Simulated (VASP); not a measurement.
# Li2Pt (P6/mmm) in VASP: a series of runs

Li2Pt is run at these levels: LDA; tasks: electric field gradients.

All numbers are computed with VASP 6.6.1; they aren't measurements. Logs are shortened: lines on timing, memory, paths and dates and some standing lists are left out, and cuts for length are marked.

## Step 1: The cell of the first run

The structure is hexagonal, space group P6/mmm (No. 191). Conventional cell: a = 4.214 Å, b = 4.214 Å, c = 2.679 Å, α = 90.00°, β = 90.00°, γ = 120.00°. Li (site symmetry -6m2) has 5 Li at 2.43 to 2.68 Å and 6 Pt at 2.78 Å within 3.2 Å. Pt (site symmetry 6/mmm) has 2 Pt at 2.68 Å and 12 Li at 2.78 Å within 3.5 Å.

## Step 2: Electric field gradients, LDA (volume scaled by 1.02)

File INCAR:

```
SYSTEM = Li2Pt
  PREC = Accurate
  ENCUT = 520
  EDIFF = 1E-8
  ISMEAR = -1
  SIGMA = 0.03
  LREAL = .FALSE.
  LASPH = .TRUE.
  NELM = 80
  ALGO = Normal
  ISIF = 2
  LWAVE = .FALSE.
  LCHARG = .FALSE.
  GGA = CA
  LEFG = .TRUE.
  NBANDS = 15
```

File KPOINTS:

```
regular mesh
0
G
  9 9 12
  0 0 0
```

File POSCAR:

```
Li2Pt
1.0
    4.2137216421      0.0000000000      0.0000000000
   -2.1068608210      3.6491899866      0.0000000000
    0.0000000000      0.0000000000      2.6786230301
Li Pt
2 1
Direct
    0.3333333333      0.6666666667      0.5000000000
    0.6666666667      0.3333333333      0.5000000000
    0.0000000000      0.0000000000      0.0000000000
```

Potentials or basis: VASP PAW LDA potentials, release 64 (Li_sv, Pt).

On the command line:

```
$ cat potpaw_LDA.64/Li_sv/POTCAR potpaw_LDA.64/Pt/POTCAR > POTCAR
$ mpirun -np 1 vasp_std > vasp.out
```

OUTCAR:

```text
SYSTEM = Li2Pt
   PREC = Accurate
   ENCUT = 520
   EDIFF = 1E-8
   ISMEAR = -1
   LREAL = .FALSE.
   LASPH = .TRUE.
   NELM = 80
   ISIF = 2
   GGA = CA

 ion  position               nearest neighbor table
   1  0.333  0.667  0.500-   2 2.43   2 2.43   2 2.43   3 2.78   3 2.78   3 2.78   3 2.78   3 2.78
                             3 2.78
   2  0.667  0.333  0.500-   1 2.43   1 2.43   1 2.43   3 2.78   3 2.78   3 2.78   3 2.78   3 2.78
                             3 2.78
   3  0.000  0.000  0.000-   1 2.78   2 2.78   1 2.78   2 2.78   2 2.78   2 2.78   1 2.78   1 2.78
                             2 2.78   2 2.78   1 2.78   1 2.78

  LATTYP: Found a hexagonal cell.
 ALAT       =     4.2137216421
 C/A-ratio  =     0.6356905504

  Lattice vectors:

 A1 = (   4.2137216421,   0.0000000000,   0.0000000000)
 A2 = (  -2.1068608210,   3.6491899866,   0.0000000000)
 A3 = (   0.0000000000,   0.0000000000,   2.6786230301)

Analysis of symmetry for initial positions (statically):
=====================================================================
 Subroutine PRICEL returns:
 Original cell was already a primitive cell.

 Routine SETGRP: Setting up the symmetry group for a
 hexagonal supercell.

 Subroutine GETGRP returns: Found 24 space group operations
 (whereof 24 operations were pure point group operations)
 out of a pool of 24 trial point group operations.

The static configuration has the point symmetry D_6h.

Analysis of symmetry for dynamics (positions and initial velocities):
=====================================================================
 Subroutine PRICEL returns:
 Original cell was already a primitive cell.

 Routine SETGRP: Setting up the symmetry group for a
 hexagonal supercell.

 Subroutine GETGRP returns: Found 24 space group operations
 (whereof 24 operations were pure point group operations)
 out of a pool of 24 trial point group operations.

The dynamic configuration has the point symmetry D_6h.

 Subroutine INISYM returns: Found 24 space group operations
 (whereof 24 operations are pure point group operations),
 and found     1 'primitive' translations

----------------------------------------------------------------------------------------

                                     Primitive cell

  volume of cell :      41.1883

  direct lattice vectors                    reciprocal lattice vectors
     4.213721642  0.000000000  0.000000000     0.237319900  0.137016708  0.000000000
    -2.106860821  3.649189987  0.000000000     0.000000000  0.274033417  0.000000000
     0.000000000  0.000000000  2.678623030     0.000000000  0.000000000  0.373326141

  length of vectors
     4.213721642  4.213721642  2.678623030     0.274033417  0.274033417  0.373326141

  position of ions in fractional coordinates (direct lattice)
     0.333333333  0.666666667  0.500000000
     0.666666667  0.333333333  0.500000000
     0.000000000  0.000000000  0.000000000

  ion indices of the primitive-cell ions
   primitive index   ion index
                 1           1
                 2           2
                 3           3

----------------------------------------------------------------------------------------

 KPOINTS: regular mesh

Automatic generation of k-mesh.
 Grid dimensions read from file:
 generate k-points for:    9    9   12

 Generating k-lattice:

  Cartesian coordinates                     Fractional coordinates (reciprocal lattice)
     0.026368878  0.015224079  0.000000000     0.111111111  0.000000000  0.000000000
     0.000000000  0.030448157  0.000000000     0.000000000  0.111111111  0.000000000
     0.000000000  0.000000000  0.031110512     0.000000000  0.000000000  0.083333333

  Length of vectors
     0.030448157  0.030448157  0.031110512

  Shift w.r.t. Gamma in fractional coordinates (k-lattice)
     0.000000000  0.000000000  0.000000000

 Subroutine IBZKPT returns following result:
 ===========================================

 Found     84 irreducible k-points:

 Following reciprocal coordinates:
            Coordinates               Weight
  0.000000  0.000000  0.000000      1.000000
  0.111111  0.000000  0.000000      6.000000
  0.222222  0.000000  0.000000      6.000000
  0.333333  0.000000  0.000000      6.000000
  0.444444  0.000000  0.000000      6.000000
  0.111111  0.111111  0.000000      6.000000
[... 16 lines left out ...]
  0.333333  0.222222  0.083333     24.000000
  0.333333  0.333333  0.083333      4.000000
 [... further k-points ...]
   k-points           NKPTS =     84   k-points in BZ     NKDIM =     84   number of bands    NBANDS=     15
   number of dos      NEDOS =    301   number of ions     NIONS =      3
   total plane-waves  NPLWV =  20480
   dimension x,y,z NGX =    32 NGY =   32 NGZ =   20
   dimension x,y,z NGXF=    64 NGYF=   64 NGZF=   40
   ions per type =               2   1
   NGX,Y,Z   is equivalent  to a cutoff of  12.63, 12.63, 12.41 a.u.
   NGXF,Y,Z  is equivalent  to a cutoff of  25.25, 25.25, 24.83 a.u.
 SYSTEM =  Li2Pt
   PREC   = accura    normal or accurate (medium, high low for compatibility)
   ISTART =      0    job   : 0-new  1-cont  2-samecut
   ICHARG =      2    charge: 1-file 2-atom 10-const
   ISPIN  =      1    spin polarized calculation?
   LNONCOLLINEAR =      F non collinear calculations
   LSORBIT =      F    spin-orbit coupling
   LASPH  =      T    aspherical Exc in radial PAW
   ENCUT  =  520.0 eV  38.22 Ry    6.18 a.u.   7.83  7.83  4.98*2*pi/ulx,y,z
   NELM   =     80;   NELMIN=  2; NELMDL= -5     # of ELM steps
   EDIFF  = 0.1E-07   stopping-criterion for ELM
   LREAL  =      F    real-space projection
   EDIFFG = 0.1E-06   stopping-criterion for IOM
   NSW    =      0    number of steps for IOM
   IBRION =     -1    ionic relax: 0-MD 1-quasi-New 2-CG
   NFREE  =      0    steps in history (QN), initial steepest desc. (CG)
   ISIF   =      2    stress and relaxation
   ISYM   =      2    0-nonsym 1-usesym 2-fastsym
   POTIM  = 0.5000    time-step for ionic-motion
   TEBEG  =    0.0;   TEEND  =   0.0 temperature during run
   PSTRESS=    0.0 pullay stress
   NELECT =      16.0000    total number of electrons
   NUPDOWN=      -1.0000    fix difference up-down
   EMIN   =  10.00;   EMAX   =-10.00  energy-range for DOS
   EFERMI =   0.00;   METHOD = LEGACY
   ISMEAR =    -1;   SIGMA  =   0.03  broadening in eV -4-tet -1-fermi 0-gaus
   EFERMI_NEDOS =   21; number of points for ismear=-14 and -15
   IALGO  =     38    algorithm
   IMIX   =      4    mixing-type and parameters
     AMIX     =   0.40;   BMIX     =  1.00
     AMIX_MAG =   1.60;   BMIX_MAG =  1.00
  volume/ion in A,a.u.               =      13.73        92.65
  Fermi-wavevector in a.u.,A,eV,Ry     =   1.194511  2.257299 19.413565  1.426857
  Thomas-Fermi vector in A             =   2.330499
   LORBIT       =      0    0 simple, 1 ext, 2 COOP (PROOUT), +10 PAW based schemes
   GGA     = CA    functional components
   LHFCALC =     F    Hartree Fock is set to
   AEXX    =    0.0000 exact exchange contribution
   IVDW    =     0    specifies the selected vdW correction
   LEPSILON=     F    determine dielectric tensor
   LRPA    =     F    only Hartree local field effects (RPA)
 non-spin polarized calculation
  energy-cutoff  :      520.00
  volume of cell :       41.19
 maximum number of plane-waves:      1124
 NGX is ok and might be reduce to    32
   NGX = 15   NGY = 15   NGZ =  9

 number of electron      15.9999989 magnetization

 Free energy of the ion-electron system (eV)
  ---------------------------------------------------
  ext. energy  EPLUGINS =         0.00000000
  ---------------------------------------------------
  free energy    TOTEN  =       -13.11927160 eV

  energy without entropy =      -13.11544856  energy(sigma->0) =      -13.11736008

 E-fermi :   4.9036     XC(G=0): -10.3615

 val. band max:        4.8699014255   @ k =   0.3333   0.0000   0.4167
 cond. band min:       4.9223590632   @ k =   0.3333   0.3333   0.0833
 fundamental gap:      0.0524576377
 Fermi energy:         4.9035933879

 k-point     1 :       0.0000    0.0000    0.0000
  band No.  band energies     occupation
      1     -39.8440      2.00000
      2     -39.7335      2.00000
      3      -1.6195      2.00000
      4       0.6118      2.00000
      5       1.6755      2.00000
      6       1.6755      2.00000
      7       4.2565      2.00000
      8       4.2565      2.00000
      9       8.6965      0.00000
     10       8.6965      0.00000
     11      11.1833      0.00000
     12      11.1833      0.00000
     13      13.9043      0.00000
     14      14.7961      0.00000
     15      16.4367      0.00000

 k-point     2 :       0.1111    0.0000    0.0000
  band No.  band energies     occupation
      1     -39.8410      2.00000
      2     -39.7364      2.00000
      3      -1.5480      2.00000
      4       0.6556      2.00000
      5       1.6754      2.00000
      6       1.7587      2.00000
      7       4.2416      2.00000
      8       4.2537      2.00000
      9       7.7630      0.00000
     10       8.0875      0.00000
     11      11.7291      0.00000
     12      11.9286      0.00000
     13      14.1692      0.00000
     14      15.3003      0.00000
     15      16.6302      0.00000

 k-point     3 :       0.2222    0.0000    0.0000
  band No.  band energies     occupation
      1     -39.8324      2.00000
      2     -39.7447      2.00000
      3      -1.3640      2.00000
      4       0.7921      2.00000
      5       1.7025      2.00000
      6       1.9950      2.00000
      7       4.2043      2.00000
      8       4.2465      2.00000
      9       6.1978      0.00000
     10       7.0574      0.00000
     11      12.1810      0.00000
     12      13.3781      0.00000
     13      14.8766      0.00000
     14      16.8025      0.00000
     15      17.1902      0.00000
[... 343 lines left out ...]
 k-point    23 :       0.3333    0.2222    0.0833
  band No.  band energies     occupation
      1     -39.7988      2.00000
      2     -39.7740      2.00000
      3      -0.6598      2.00000
      4       1.5303      2.00000
      5       2.0106      2.00000
      6       2.5752      2.00000
      7       3.2991      2.00000
      8       3.6716      2.00000
      9       4.5732      1.99997
     10       5.5110      0.00000
     11      12.9341      0.00000
     12      15.3403      0.00000
     13      16.5303      0.00000
     14      18.6900      0.00000
     15      19.2342      0.00000

 k-point    24 :       0.3333    0.3333    0.0833
  band No.  band energies     occupation
      1     -39.7864      2.00000
      2     -39.7864      2.00000
      3      -0.6108      2.00000
      4       2.0074      2.00000
      5       2.0104      2.00000
      6       2.0104      2.00000
      7       3.5296      2.00000
      8       3.5296      2.00000
      9       4.9224      0.69705
     10       4.9224      0.69705
     11      13.1343      0.00000
     12      15.8128      0.00000
     13      15.8128      0.00000
     14      19.3572      0.00000
     15      19.3572      0.00000

 [... further k-points ...]
[... 5 lines left out ...]
  --------------------------------------------------------------------------------------
  -------------------------------------------------------------------------------------
  Total       -1.2710628     -1.2710628     -1.7705817     -0.0000000     -0.0000000      0.0000000
  in kB      -49.4428715    -49.4428715    -68.8735766     -0.0000000     -0.0000000      0.0000000
  external PRESSURE =     -55.9197732 kB  Pullay stress =       0.0000000 kB

 VOLUME and BASIS-vectors are now :
 -----------------------------------------------------------------------------
  energy-cutoff  :      520.00
  volume of cell :       41.19
      direct lattice vectors                 reciprocal lattice vectors
     4.213721642  0.000000000  0.000000000     0.237319900  0.137016708  0.000000000
    -2.106860821  3.649189987  0.000000000     0.000000000  0.274033417  0.000000000
     0.000000000  0.000000000  2.678623030     0.000000000  0.000000000  0.373326141

 POSITION                                       TOTAL-FORCE (eV/Angst)
 -----------------------------------------------------------------------------------
     -0.00000      2.43279      1.33931        -0.000000     -0.000000      0.000000
      2.10686      1.21640      1.33931         0.000000     -0.000000      0.000000
      0.00000      0.00000      0.00000         0.000000      0.000000      0.000000
 -----------------------------------------------------------------------------------
    total drift:                                0.000000     -0.000000     -0.000000

  FREE ENERGIE OF THE ION-ELECTRON SYSTEM (eV)
  ---------------------------------------------------
  free  energy   TOTEN  =       -13.1192716046 eV

  energy  without entropy=      -13.1154485613  energy(sigma->0) =      -13.11736008

 Electric field gradients (V/A^2)
---------------------------------------------------------------------
 ion       V_xx      V_yy      V_zz      V_xy      V_xz      V_yz
---------------------------------------------------------------------
   1      -0.132    -0.134     0.266    -0.002     0.000    -0.000
   2      -0.132    -0.134     0.266    -0.002     0.000    -0.000
   3     148.695   148.695  -297.390    -0.001    -0.000    -0.000
---------------------------------------------------------------------

 Electric field gradients after diagonalization (V/A^2)
 (convention: |V_zz| > |V_xx| > |V_yy|)
----------------------------------------------------------------------
 ion       V_xx      V_yy      V_zz     asymmetry (V_yy - V_xx)/ V_zz
----------------------------------------------------------------------
   1      -0.135    -0.131     0.266       0.017
   2      -0.135    -0.131     0.266       0.017
   3     148.696   148.694  -297.390       0.000
----------------------------------------------------------------------

           NMR quadrupolar parameters

 Cq : quadrupolar parameter    Cq=e*Q*V_zz/h
 eta: asymmetry parameters     (V_yy - V_xx)/ V_zz
 Q  : nuclear electric quadrupole moment in mb (millibarn)
----------------------------------------------------------------------
 ion       Cq(MHz)       eta       Q (mb)
----------------------------------------------------------------------
   1       0.001       0.017       1.000
   2       0.001       0.017       1.000
   3      -0.719       0.000       1.000
----------------------------------------------------------------------
```

Run time: 26 s. Hardware: 1 thread of Intel Xeon Platinum 8375C at 2.90GHz (Ice Lake), shared host; peak memory 0.17 GiB.

What came out:

```yaml
Free_energy: -13.1193 eV
Band_gap_on_the_k_mesh: zero (band 8 reaches 6.05 eV, above the bottom of band 9 at 4.20 eV)
```

Levels at points of the mesh, in eV from the Fermi level:
```tsv
k point	band 4	band 5	band 6	band 7	band 8	band 9	band 10	band 11	band 12	band 13
(0.00, 0.00, 0.00)	-4.29	-3.23	-3.23	-0.65	-0.65	3.79	3.79	6.28	6.28	9.00
(0.00, 0.00, 0.50)	-3.66	-3.66	-2.09	-2.09	0.55	2.75	6.44	6.44	7.20	10.36
```

Electric field gradients, principal values (V/Å²):
```tsv
atom	least	middle	greatest (by size)
1 Li	-0.131	-0.135	0.266
2 Li	-0.131	-0.135	0.266
3 Pt	148.694	148.696	-297.390
```

Caveat: the cutoff is under 1.25 times the usual one of these potentials, so pressure, stress and relaxed cells hold a basis-set (Pulay) error; without QUAD_EFG the Cq values of the log hold for a quadrupole moment of 1 mb, not for the nuclei; spin-orbit coupling is left out, which moves the levels of the heavy elements.

(Part 1 of 3 ends here.)
